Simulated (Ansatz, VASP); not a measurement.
# One calculation of GaP, two programs

INCAR

```
PREC = Accurate
ENCUT = 520
EDIFF = 1E-7
ISMEAR = 0
SIGMA = 0.02
LREAL = F
LASPH = T
NELM = 80
ALGO = Normal
ISIF = 2
LWAVE = F
LCHARG = T
GGA = PE
LELF = T
LVHAR = T
NBANDS = 16
```

File KPOINTS:

```
regular mesh
0
Gamma
  8 8 8
```

Contents of POSCAR:

```
GaP
1.0
    0.0000000000      2.8413890168      2.8413890168
    2.8413890168      0.0000000000      2.8413890168
    2.8413890168      2.8413890168      0.0000000000
Ga P
1 1
Direct
    0.0000000000      0.0000000000      0.0000000000
    0.2500000000      0.2500000000      0.2500000000
```

Input for Ansatz:

```yaml
crystal:
  lattice:
    - [0.0, 2.8413890175, 2.8413890175]
    - [2.8413890175, 0.0, 2.8413890175]
    - [2.8413890175, 2.8413890175, 0.0]
  atoms:
    - { symbol: Ga, position: [0.0, 0.0, 0.0] }
    - { symbol: P, position: [0.25, 0.25, 0.25] }
basis:
  ecutwfc: 420
kpoints:
  mp_grid: { grid: [8, 8, 8] }
hamiltonian:
  xc: pbe
scf:
  occupations: { method: gaussian, width: 0.02 }
output:
  forces: true
  stress: true
  eigenvalues: true
```

Alike in both runs: task single point; functional PBE; k mesh 8 × 8 × 8; occupations gaussian, width 0.02 eV; no spin polarisation.

|  | VASP | Ansatz |
| --- | --- | --- |
| version | VASP 6.6.1 | Ansatz 0.2.0 |
| potentials or method | VASP PAW PBE potentials, release 64 (Ga_d, P), cutoff 520 eV | scalar-relativistic, plane waves, PAW |
| valence electrons in the cell | 18 | 18 |

VASP gave:

* gap on the k mesh at the Fermi level (eV): 0.82
* least direct gap on the mesh (eV): 0.82
* pressure (GPa): -5.8

Which values does Ansatz return?

gap on the k mesh at the Fermi level (eV): 0.83; least direct gap on the mesh (eV): 0.83; pressure (GPa): -5.9.
